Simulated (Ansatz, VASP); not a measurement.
**Two plane-wave programs on HfB2**

```
Hf B
1.0
     3.11458    0.00000    0.00000
    -1.55729    2.69731    0.00000
     0.00000    0.00000    3.45868
Hf B
1 2
Direct
  0.00000 0.00000 0.00000
  0.33333 0.66667 0.50000
  0.66667 0.33333 0.50000
```

Alike in both runs: functional r2SCAN; k mesh 12 × 12 × 10; occupations fermi-dirac, width 0.1 eV; no spin polarisation.

Ansatz relaxed the structure, and its values are those at the end. VASP's run is a single point on that final structure, the one shown.

|  | VASP | Ansatz |
| --- | --- | --- |
| version | VASP 6.6.1 | Ansatz 0.2.0 |
| potentials or method | VASP PAW PBE potentials, release 64 (Hf_pv, B), cutoff 520 eV | PAW plane waves |
| valence electrons in the cell | 16 | 32 |

```tsv
	VASP	Ansatz	Ansatz less VASP
pressure (GPa)	4.8	5.4	+0.59
```

VASP's potentials were made for PBE, not for r2SCAN. The functional is the same, so the differences come from potentials, cutoffs and numerics. VASP's potentials hold 16 valence electrons a cell and Ansatz's 32, so a difference there can come from the potentials and not from the codes. Ansatz's warnings: stress scf threshold loose.

Spin-orbit coupling is off throughout.
